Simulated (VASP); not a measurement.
Wanted: the native input for a VASP 6.6.1 run.

| Quantity | Value |
| --- | --- |
| Task | relaxation of cell and atoms |
| Functional | r2SCAN |
| Potentials or basis | VASP PAW PBE potentials, release 64 (Al, N) |
| Cutoff | 600 eV |
| k mesh | 10 × 10 × 10 |
| Occupations | gaussian, width 0.01 eV |
| Spin | no spin polarisation |
| Target pressure | 15 GPa |
| Dipole correction | no |
| Further INCAR settings | ALGO = Normal; EDIFF = 1e-07; IBRION = 2; EDIFFG = -0.002; NSW = 100; ISIF = 3 |

AlN:

```
Al N
1.0
     2.18490    2.18490    0.00000
    -2.18490    2.18490    0.00000
     0.00000    2.18490    2.18490
Al N
1 1
Cartesian
  0.0000 0.0000 0.0000
  -1.0924 3.2773 1.0924
```

One way to write it, as run:

POSCAR

```
AlN
1.0
    2.1848998483      2.1848998483      0.0000000000
   -2.1848998483      2.1848998483      0.0000000000
    0.0000000000      2.1848998483      2.1848998483
Al N
1 1
Direct
    0.0000000000      0.0000000000      0.0000000000
    0.2500000000      0.7500000000      0.5000000000
```

INCAR.step1

```
SYSTEM = AlN
PREC = Accurate
ENCUT = 600
ISMEAR = 0
SIGMA = 0.01
LREAL = .FALSE.
LASPH = .TRUE.
NELM = 100
GGA = PE
ALGO = Normal
EDIFF = 1E-4
LWAVE = .TRUE.
LCHARG = .FALSE.
```

INCAR.step2

```
SYSTEM = AlN
PREC = Accurate
ENCUT = 600
EDIFF = 1E-7
ISMEAR = 0
SIGMA = 0.01
LREAL = .FALSE.
LASPH = .TRUE.
NELM = 100
ALGO = Normal
ISIF = 3
LWAVE = .FALSE.
LCHARG = .FALSE.
METAGGA = R2SCAN
LMIXTAU = .TRUE.
IBRION = 2
NSW = 100
EDIFFG = -0.002
PSTRESS = 150.0
ISTART = 1
```

KPOINTS

```
Automatic mesh
0
G
  10 10 10
  0 0 0
```

Potentials or basis: VASP PAW PBE potentials, release 64 (Al, N).

The run is started by

```sh
$ cat potpaw_PBE.64/Al/POTCAR potpaw_PBE.64/N/POTCAR > POTCAR
$ cp INCAR.step1 INCAR
$ mpirun -np 1 vasp_std > vasp.out
$ cp INCAR.step2 INCAR
$ mpirun -np 1 vasp_std > vasp.out
```

Results of the run:

```yaml
Relaxed_volume: 9.78 Å³/atom
Relaxed_cell: a = 3.025 Å, b = 3.025 Å, c = 3.025 Å, α = 60.00°, β = 60.00°, γ = 90.00°
Space_group_after_relaxing_to_0.1_Å: F-43m (No. 216)
Energy_change_on_relaxing_the_run_minimises_the_enthalpy: +28.2 meV/atom
Ionic_steps: 4
Pressure_after_relaxing: 15.0 GPa
Band_gap_on_the_k_mesh: 3.98 eV (least direct gap 5.49 eV)
```

Caveat: the cell is relaxed towards a set pressure, so the run minimises the enthalpy, not the energy; the PAW data sets were made with another functional, which shifts forces and pressure a little.

It took 2 min on 1 thread of Intel(R) Xeon(R) 6975P-C (Granite Rapids), with other jobs on the host, peak memory 0.15 GiB.
